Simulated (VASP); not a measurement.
# Au (Im-3m) in VASP: a series of runs

The runs below take Au through single point, with PBEsol.

Everything below comes from runs of VASP 6.6.1. Logs are shortened: lines on timing, memory, paths and dates and some standing lists are left out, and cuts for length are marked.

### 1 The cell of the first run

It takes space group Im-3m (No. 229, cubic). The conventional cell has a = 3.149 Å, b = 3.149 Å, c = 3.149 Å, α = 90.00°, β = 90.00°, γ = 90.00°. Within 3.6 Å of Au (site symmetry m-3m) lie 14 Au at 2.73 to 3.15 Å.

This isn't the form of Au at room conditions, which is fcc.

### 2 Single point, PBEsol

INCAR reads:

```
ALGO = Normal
EDIFF = 1E-6
ENCUT = 500
GGA = PS
GGA_COMPAT = False
ISIF = 2
ISMEAR = 0
LASPH = True
LCHARG = False
LREAL = False
LWAVE = False
NBANDS = 12
NELM = 120
PREC = Accurate
SIGMA = 0.05
```

KPOINTS reads:

```
k-points
0
Gamma
  11 11 11
```

POSCAR reads:

```
Au
1.0
   -1.5743152347      1.5743152347      1.5743152347
    1.5743152347     -1.5743152347      1.5743152347
    1.5743152347      1.5743152347     -1.5743152347
Au
1
Direct
    0.0000000000      0.0000000000      0.0000000000
```

Potentials or basis: VASP PAW PBE potentials, release 64 (Au).

Run with:

```
> cat potpaw_PBE.64/Au/POTCAR > POTCAR
> mpirun -np 1 vasp_std > vasp.out
```

OUTCAR:

```text
EDIFF = 1E-6
   ENCUT = 500
   GGA = PS
   ISIF = 2
   ISMEAR = 0
   LASPH = True
   LREAL = False
   NELM = 120
   PREC = Accurate

 ion  position               nearest neighbor table
   1  0.000  0.000  0.000-

  LATTYP: Found a body centered cubic cell.
 ALAT       =     3.1486304694

  Lattice vectors:

 A1 = (  -1.5743152347,   1.5743152347,   1.5743152347)
 A2 = (   1.5743152347,  -1.5743152347,   1.5743152347)
 A3 = (   1.5743152347,   1.5743152347,  -1.5743152347)

Analysis of symmetry for initial positions (statically):
=====================================================================
 Subroutine PRICEL returns:
 Original cell was already a primitive cell.

 Routine SETGRP: Setting up the symmetry group for a
 body centered cubic supercell.

 Subroutine GETGRP returns: Found 48 space group operations
 (whereof 48 operations were pure point group operations)
 out of a pool of 48 trial point group operations.

The static configuration has the point symmetry O_h .

Analysis of symmetry for dynamics (positions and initial velocities):
=====================================================================
 Subroutine PRICEL returns:
 Original cell was already a primitive cell.

 Routine SETGRP: Setting up the symmetry group for a
 body centered cubic supercell.

 Subroutine GETGRP returns: Found 48 space group operations
 (whereof 48 operations were pure point group operations)
 out of a pool of 48 trial point group operations.

The dynamic configuration has the point symmetry O_h .

 Subroutine INISYM returns: Found 48 space group operations
 (whereof 48 operations are pure point group operations),
 and found     1 'primitive' translations

----------------------------------------------------------------------------------------

                                     Primitive cell

  volume of cell :      15.6076

  direct lattice vectors                    reciprocal lattice vectors
    -1.574315235  1.574315235  1.574315235     0.000000000  0.317598400  0.317598400
     1.574315235 -1.574315235  1.574315235     0.317598400  0.000000000  0.317598400
     1.574315235  1.574315235 -1.574315235     0.317598400  0.317598400  0.000000000

  length of vectors
     2.726793974  2.726793974  2.726793974     0.449151965  0.449151965  0.449151965

  position of ions in fractional coordinates (direct lattice)
     0.000000000  0.000000000  0.000000000

  ion indices of the primitive-cell ions
[... 74 lines left out ...]
   EDIFF  = 0.1E-05   stopping-criterion for ELM
   LREAL  =      F    real-space projection
[... 7 lines left out ...]
   TEBEG  =    0.0;   TEEND  =   0.0 temperature during run
   PSTRESS=    0.0 pullay stress
   NELECT =      11.0000    total number of electrons
   NUPDOWN=      -1.0000    fix difference up-down
   EMIN   =  10.00;   EMAX   =-10.00  energy-range for DOS
   EFERMI =   0.00;   METHOD = LEGACY
   ISMEAR =     0;   SIGMA  =   0.05  broadening in eV -4-tet -1-fermi 0-gaus
   EFERMI_NEDOS =   21; number of points for ismear=-14 and -15
   IALGO  =     38    algorithm
   IMIX   =      4    mixing-type and parameters
     AMIX     =   0.40;   BMIX     =  1.00
     AMIX_MAG =   1.60;   BMIX_MAG =  1.00
  volume/ion in A,a.u.               =      15.61       105.33
  Fermi-wavevector in a.u.,A,eV,Ry     =   1.456892  2.753127 28.878833  2.122534
  Thomas-Fermi vector in A             =   2.573757
   LORBIT       =      0    0 simple, 1 ext, 2 COOP (PROOUT), +10 PAW based schemes
   GGA     = PS    functional components
   LHFCALC =     F    Hartree Fock is set to
   AEXX    =    0.0000 exact exchange contribution
   IVDW    =     0    specifies the selected vdW correction
   LEPSILON=     F    determine dielectric tensor
   LRPA    =     F    only Hartree local field effects (RPA)
 non-spin polarized calculation
 Gauss-broadening in eV      SIGMA  =   0.05
  energy-cutoff  :      500.00
  volume of cell :       15.61
 maximum number of plane-waves:       410
   NGX =  9   NGY =  9   NGZ =  9

 number of electron      10.9999996 magnetization

 Free energy of the ion-electron system (eV)
  ---------------------------------------------------
  ext. energy  EPLUGINS =         0.00000000
  ---------------------------------------------------
  free energy    TOTEN  =        -3.81228321 eV

  energy without entropy =       -3.81140728  energy(sigma->0) =       -3.81184525

 E-fermi :  10.6725     XC(G=0): -13.4127

 val. band max:       10.6384520781   @ k =  -0.3636   0.3636   0.2727
 cond. band min:      10.7113743486   @ k =  -0.3636   0.4545   0.0909
 fundamental gap:      0.0729222705
 Fermi energy:        10.6725204358

 k-point     1 :       0.0000    0.0000    0.0000
  band No.  band energies     occupation
      1      -0.0618      2.00000
      2       5.4421      2.00000
      3       5.4421      2.00000
      4       5.4421      2.00000
      5       7.6854      2.00000
      6       7.6854      2.00000
      7      27.2921      0.00000
      8      27.2921      0.00000
      9      27.2921      0.00000
     10      36.8065      0.00000
     11      36.8125      0.00000
     12      36.8284      0.00000
[... 331 lines left out ...]
 k-point    24 :       0.3636    0.1818    0.0909
  band No.  band energies     occupation
      1       3.7346      2.00000
      2       4.3569      2.00000
      3       6.2398      2.00000
      4       7.7724      2.00000
      5       8.0102      2.00000
      6      14.2958      0.00000
      7      14.3874      0.00000
      8      20.2800      0.00000
      9      22.8786      0.00000
     10      33.6202      0.00000
     11      35.1444      0.00000
     12      37.9100      0.00000

 [... further k-points ...]

------------------------ aborting loop because EDIFF is reached ----------------------------------------

  FORCE on cell =-STRESS in cart. coord.  units (eV):
  Direction    XX          YY          ZZ          XY          YZ          ZX
  --------------------------------------------------------------------------------------
  -------------------------------------------------------------------------------------
  Total        1.9120270      1.9120270      1.9120270      0.0000000      0.0000000      0.0000000
  in kB      196.2770467    196.2770467    196.2770467      0.0000000      0.0000000      0.0000000
  external PRESSURE =     196.2770467 kB  Pullay stress =       0.0000000 kB

 VOLUME and BASIS-vectors are now :
 -----------------------------------------------------------------------------
  energy-cutoff  :      500.00
  volume of cell :       15.61
      direct lattice vectors                 reciprocal lattice vectors
    -1.574315235  1.574315235  1.574315235     0.000000000  0.317598400  0.317598400
     1.574315235 -1.574315235  1.574315235     0.317598400  0.000000000  0.317598400
     1.574315235  1.574315235 -1.574315235     0.317598400  0.317598400  0.000000000

 POSITION                                       TOTAL-FORCE (eV/Angst)
 -----------------------------------------------------------------------------------
      0.00000      0.00000      0.00000        -0.000000      0.000000      0.000000
 -----------------------------------------------------------------------------------
    total drift:                               -0.000000     -0.000000      0.000000

  FREE ENERGIE OF THE ION-ELECTRON SYSTEM (eV)
  ---------------------------------------------------
  free  energy   TOTEN  =        -3.8122832105 eV

  energy  without entropy=       -3.8114072799  energy(sigma->0) =       -3.81184525
```

OSZICAR:

```text
N       E                     dE             d eps       ncg     rms          rms(c)
DAV:   1     0.482746468631E+02    0.48275E+02   -0.54954E+03  1408   0.794E+02
DAV:   2    -0.347260088932E+01   -0.51747E+02   -0.48679E+02  1608   0.189E+02
DAV:   3    -0.415669237264E+01   -0.68409E+00   -0.68379E+00  1568   0.210E+01
DAV:   4    -0.415877688938E+01   -0.20845E-02   -0.20845E-02  1548   0.134E+00
DAV:   5    -0.415879013863E+01   -0.13249E-04   -0.13249E-04  1604   0.101E-01    0.122E+01
DAV:   6    -0.384689746672E+01    0.31189E+00   -0.76536E-01  1480   0.710E+00    0.734E+00
DAV:   7    -0.381595408484E+01    0.30943E-01   -0.10047E-01  1572   0.255E+00    0.309E+00
DAV:   8    -0.381230009878E+01    0.36540E-02   -0.35650E-03  1524   0.563E-01    0.350E-01
DAV:   9    -0.381228010743E+01    0.19991E-04   -0.22125E-05  1532   0.436E-02    0.126E-02
DAV:  10    -0.381228311042E+01   -0.30030E-05   -0.12346E-06  1488   0.803E-03    0.146E-03
DAV:  11    -0.381228321050E+01   -0.10007E-06   -0.48990E-08   828   0.188E-03
   1 F= -.38122832E+01 E0= -.38118452E+01  d E =-.875931E-03
```

stdout:

```text
POSCAR found type information on POSCAR Au
 POSCAR found :  1 types and       1 ions
 scaLAPACK will be used
 -----------------------------------------------------------------------------
|                                                                             |
|                                                                             |
|     You enforced a specific xc type in the INCAR file but a different       |
|     I HOPE YOU KNOW WHAT YOU ARE DOING!                                     |
|                                                                             |
 -----------------------------------------------------------------------------

 LDA part: xc-table for (Slater+PW92), standard interpolation
 POSCAR, INCAR and KPOINTS ok, starting setup
 FFT: planning ... GRIDC
 FFT: planning ... GRID_SOFT
 FFT: planning ... GRID
 WAVECAR not read
 entering main loop
```

It took 4.5 s on 1 thread of AMD EPYC 9R45 (Zen 5), shared host; peak memory 0.1 GiB.

Results:

| Quantity | Value |
| --- | --- |
| Free energy | -3.8123 eV |
| Pressure | 19.6 GPa |
| Band gap on the k mesh | zero (an odd number of electrons rules out a gap without spin polarisation) |

Caveat: the cell stands under pressure; the PAW data sets were made with another functional, which shifts forces and pressure a little; spin-orbit coupling is left out, which moves the levels of the heavy elements.

### 3 Single point, PBEsol

This run uses another cell than the first one, of 17.07 Å³/atom.

INCAR reads:

```
PREC = Accurate ; ENCUT = 500
EDIFF = 1E-6 ; ISMEAR = 0
SIGMA = 0.05 ; LREAL = F
LASPH = T ; NELM = 120
ALGO = Normal ; ISIF = 2
LWAVE = F ; LCHARG = F
GGA = PS ; NBANDS = 12
GGA_COMPAT = F
```

KPOINTS reads:

```
Automatic mesh
0
Gamma
  11 11 11
```

POSCAR reads:

```
Au
1.0
   -1.6220295101      1.6220295101      1.6220295101
    1.6220295101     -1.6220295101      1.6220295101
    1.6220295101      1.6220295101     -1.6220295101
Au
1
Direct
    0.0000000000      0.0000000000      0.0000000000
```

Potentials or basis: VASP PAW PBE potentials, release 64 (Au).

Run with:

```
> cat potpaw_PBE.64/Au/POTCAR > POTCAR
> mpirun -np 1 vasp_std > vasp.out
```

It took 4.4 s on 1 thread of AMD EPYC 9R45 (Zen 5), shared host; peak memory 0.1 GiB.

It converged, with:

```yaml
Free_energy: -3.8931 eV
Pressure: -0.3 GPa
Band_gap_on_the_k_mesh: zero (an odd number of electrons rules out a gap without spin polarisation)
```

Levels at points of the mesh, in eV from the Fermi level:
```
           k point  band 4  band 5  band 6  band 7  band 8  band 9
(0.00, 0.00, 0.00)   -4.70   -2.75   -2.75   16.65   16.65   16.65
```

Caveat: the PAW data sets were made with another functional, which shifts forces and pressure a little; spin-orbit coupling is left out, which moves the levels of the heavy elements.

### 4 Single point, PBEsol

This run uses another cell than the first one, of 16.62 Å³/atom.

INCAR reads:

```
  PREC = Accurate
  ENCUT = 500
  EDIFF = 1E-6
  ISMEAR = 0
  SIGMA = 0.05
  LREAL = F
  LASPH = T
  NELM = 120
  ALGO = Normal
  ISIF = 2
  LWAVE = F
  LCHARG = T
  GGA = PS
  LELF = T
  LVHAR = T
  NBANDS = 12
  GGA_COMPAT = F
```

KPOINTS reads:

```
regular mesh
0
Gamma
  11 11 11
```

POSCAR reads:

```
Au
1.0
   -1.6075334712      1.6075334712      1.6075334712
    1.6075334712     -1.6075334712      1.6075334712
    1.6075334712      1.6075334712     -1.6075334712
Au
1
Direct
    0.0000000000      0.0000000000      0.0000000000
```

Potentials or basis: VASP PAW PBE potentials, release 64 (Au).

Run with:

```
> cat potpaw_PBE.64/Au/POTCAR > POTCAR
> mpirun -np 1 vasp_std > vasp.out
```

OUTCAR:

```text
PREC = Accurate
   ENCUT = 500
   EDIFF = 1E-6
   ISMEAR = 0
   LREAL = F
   LASPH = T
   NELM = 120
   ISIF = 2
   GGA = PS

 ion  position               nearest neighbor table
   1  0.000  0.000  0.000-

  LATTYP: Found a body centered cubic cell.
 ALAT       =     3.2150669424

  Lattice vectors:

 A1 = (  -1.6075334712,   1.6075334712,   1.6075334712)
 A2 = (   1.6075334712,  -1.6075334712,   1.6075334712)
 A3 = (   1.6075334712,   1.6075334712,  -1.6075334712)

Analysis of symmetry for initial positions (statically):
=====================================================================
 Subroutine PRICEL returns:
 Original cell was already a primitive cell.

 Routine SETGRP: Setting up the symmetry group for a
 body centered cubic supercell.

 Subroutine GETGRP returns: Found 48 space group operations
 (whereof 48 operations were pure point group operations)
 out of a pool of 48 trial point group operations.

The static configuration has the point symmetry O_h .

Analysis of symmetry for dynamics (positions and initial velocities):
=====================================================================
 Subroutine PRICEL returns:
 Original cell was already a primitive cell.

 Routine SETGRP: Setting up the symmetry group for a
 body centered cubic supercell.

 Subroutine GETGRP returns: Found 48 space group operations
 (whereof 48 operations were pure point group operations)
 out of a pool of 48 trial point group operations.

The dynamic configuration has the point symmetry O_h .

 Subroutine INISYM returns: Found 48 space group operations
 (whereof 48 operations are pure point group operations),
 and found     1 'primitive' translations

----------------------------------------------------------------------------------------

[... 113 lines left out ...]
  Thomas-Fermi vector in A             =   2.547026
   LORBIT       =      0    0 simple, 1 ext, 2 COOP (PROOUT), +10 PAW based schemes
   GGA     = PS    functional components
   LHFCALC =     F    Hartree Fock is set to
   AEXX    =    0.0000 exact exchange contribution
   IVDW    =     0    specifies the selected vdW correction
   LEPSILON=     F    determine dielectric tensor
   LRPA    =     F    only Hartree local field effects (RPA)
 non-spin polarized calculation
 Gauss-broadening in eV      SIGMA  =   0.05
  energy-cutoff  :      500.00
  volume of cell :       16.62
 maximum number of plane-waves:       429
   NGX = 11   NGY = 11   NGZ = 11

 number of electron      11.0000004 magnetization

 Free energy of the ion-electron system (eV)
  ---------------------------------------------------
  ext. energy  EPLUGINS =         0.00000000
  ---------------------------------------------------
  free energy    TOTEN  =        -3.88663364 eV

  energy without entropy =       -3.88541102  energy(sigma->0) =       -3.88602233

 E-fermi :   9.5528     XC(G=0): -13.0370

 val. band max:        9.5361985830   @ k =  -0.3636   0.3636   0.2727
 cond. band min:       9.5807446125   @ k =  -0.3636   0.4545   0.0909
 fundamental gap:      0.0445460295
 Fermi energy:         9.5527690087

 k-point     1 :       0.0000    0.0000    0.0000
  band No.  band energies     occupation
      1      -0.4749      2.00000
      2       4.7063      2.00000
      3       4.7063      2.00000
      4       4.7063      2.00000
      5       6.7376      2.00000
      6       6.7376      2.00000
      7      26.2054      0.00000
      8      26.2054      0.00000
      9      26.2054      0.00000
     10      34.4949      0.00000
     11      34.4949      0.00000
     12      34.4949      0.00000
[... 331 lines left out ...]
 k-point    24 :       0.3636    0.1818    0.0909
  band No.  band energies     occupation
      1       3.1638      2.00000
      2       3.7371      2.00000
      3       5.4700      2.00000
      4       6.8061      2.00000
      5       7.0172      2.00000
      6      12.9758      0.00000
      7      13.0511      0.00000
      8      18.8245      0.00000
      9      21.4387      0.00000
     10      32.0534      0.00000
     11      33.6460      0.00000
     12      36.0715      0.00000

 [... further k-points ...]

------------------------ aborting loop because EDIFF is reached ----------------------------------------

  FORCE on cell =-STRESS in cart. coord.  units (eV):
  Direction    XX          YY          ZZ          XY          YZ          ZX
  --------------------------------------------------------------------------------------
  -------------------------------------------------------------------------------------
  Total        0.4876462      0.4876462      0.4876462     -0.0000000     -0.0000000      0.0000000
  in kB       47.0192112     47.0192112     47.0192112     -0.0000000     -0.0000000      0.0000000
  external PRESSURE =      47.0192112 kB  Pullay stress =       0.0000000 kB

 VOLUME and BASIS-vectors are now :
 -----------------------------------------------------------------------------
  energy-cutoff  :      500.00
  volume of cell :       16.62
      direct lattice vectors                 reciprocal lattice vectors
    -1.607533471  1.607533471  1.607533471     0.000000000  0.311035514  0.311035514
     1.607533471 -1.607533471  1.607533471     0.311035514  0.000000000  0.311035514
     1.607533471  1.607533471 -1.607533471     0.311035514  0.311035514  0.000000000

 POSITION                                       TOTAL-FORCE (eV/Angst)
 -----------------------------------------------------------------------------------
      0.00000      0.00000      0.00000         0.000000     -0.000000      0.000000
 -----------------------------------------------------------------------------------
    total drift:                               -0.000000     -0.000000     -0.000000

  FREE ENERGIE OF THE ION-ELECTRON SYSTEM (eV)
  ---------------------------------------------------
  free  energy   TOTEN  =        -3.8866336372 eV

  energy  without entropy=       -3.8854110218  energy(sigma->0) =       -3.88602233
```

stdout:

```text
POSCAR found type information on POSCAR Au
 POSCAR found :  1 types and       1 ions
 scaLAPACK will be used
 -----------------------------------------------------------------------------
|                                                                             |
|                                                                             |
|     You enforced a specific xc type in the INCAR file but a different       |
|     I HOPE YOU KNOW WHAT YOU ARE DOING!                                     |
|                                                                             |
 -----------------------------------------------------------------------------

 LDA part: xc-table for (Slater+PW92), standard interpolation
 POSCAR, INCAR and KPOINTS ok, starting setup
 FFT: planning ... GRIDC
 FFT: planning ... GRID_SOFT
 FFT: planning ... GRID
 WAVECAR not read
 entering main loop
```

It took 4.7 s on 1 thread of AMD EPYC 9R45 (Zen 5), shared host; peak memory 0.1 GiB.

Results:

| Item | Value |
| --- | --- |
| Free energy | -3.8866 eV |
| Pressure | 4.7 GPa |
| Band gap on the k mesh | zero (an odd number of electrons rules out a gap without spin polarisation) |

Levels at points of the mesh, in eV from the Fermi level:
| k point | band 2 | band 3 | band 4 | band 5 | band 6 | band 7 | band 8 | band 9 | band 10 | band 11 |
| --- | --- | --- | --- | --- | --- | --- | --- | --- | --- | --- |
| (0.00, 0.00, 0.00) | -4.85 | -4.85 | -4.85 | -2.82 | -2.82 | 16.65 | 16.65 | 16.65 | 24.94 | 24.94 |

Caveat: the cell stands under pressure; the PAW data sets were made with another functional, which shifts forces and pressure a little; spin-orbit coupling is left out, which moves the levels of the heavy elements.

[end of part 1 of 2]
